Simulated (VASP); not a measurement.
Write the native input for VASP 6.6.1 that does the following.

- Task: relaxation of the atoms
- Functional: PBEsol
- Potentials or basis: VASP PAW PBE potentials, release 64 (Fe, Si)
- Cutoff: 520 eV
- k mesh: 8 × 8 × 8
- Occupations: gaussian, width 0.05 eV
- Spin: no spin polarisation
- Dipole correction: no
- Further INCAR settings: ALGO = Normal; EDIFF = 1e-06; IBRION = 2; EDIFFG = -0.01; NSW = 60

The structure of FeSi lies in POSCAR:

```
FeSi
1.0
    4.4614852593      0.0000000000      0.0000000000
    0.0000000000      4.4614852593      0.0000000000
    0.0000000000      0.0000000000      4.4614852593
Fe Si
4 4
Direct
    0.1368615787      0.1368615787      0.1368615787
    0.3631384213      0.8631384213      0.6368615787
    0.6368615787      0.3631384213      0.8631384213
    0.8631384213      0.6368615787      0.3631384213
    0.8409949847      0.8409949847      0.8409949847
    0.6590050153      0.1590050153      0.3409949847
    0.3409949847      0.6590050153      0.1590050153
    0.1590050153      0.3409949847      0.6590050153
```

These files were run (other wordings do the same):

INCAR

```
SYSTEM = FeSi
ALGO     = Normal         ! electronic algorithm
EDIFF    = 1E-6           ! SCF threshold, eV
EDIFFG   = -0.01          ! ionic threshold
ENCUT    = 520            ! plane-wave cutoff, eV
GGA      = PS             ! functional
IBRION   = 2              ! ionic algorithm
ISIF     = 2              ! what is computed and relaxed
ISMEAR   = 0              ! smearing method
LASPH    = .True.         ! aspherical terms in the spheres
LCHARG   = .False.        ! write CHGCAR
LREAL    = .False.        ! projectors in reciprocal space
LWAVE    = .False.        ! write WAVECAR
NELM     = 80             ! most SCF steps
NSW      = 60             ! ionic steps
PREC     = Accurate       ! precision mode
SIGMA    = 0.05           ! smearing width, eV
```

KPOINTS

```
k-points
0
Gamma
  8 8 8
  0 0 0
```

Potentials or basis: VASP PAW PBE potentials, release 64 (Fe, Si).

Run with:

```bash
$ cat potpaw_PBE.64/Fe/POTCAR potpaw_PBE.64/Si/POTCAR > POTCAR
$ mpirun -np 1 vasp_std > vasp.out
```

Results of the run:

```json
{
 "Energy gained by relaxing": "0.4 meV/atom",
 "Ionic steps": "4",
 "Pressure after relaxing": "-8.2 GPa",
 "Largest force after relaxing": "0.010 eV/Å",
 "Band gap on the k mesh": "0.14 eV (least direct gap 0.16 eV)"
}
```

Caveat: the PAW data sets were made with another functional, which shifts forces and pressure a little.

Wall time 5.6 min on 1 thread of Oxide Virtual Turin-like Processor, with other jobs on the host, peak memory 0.22 GiB.
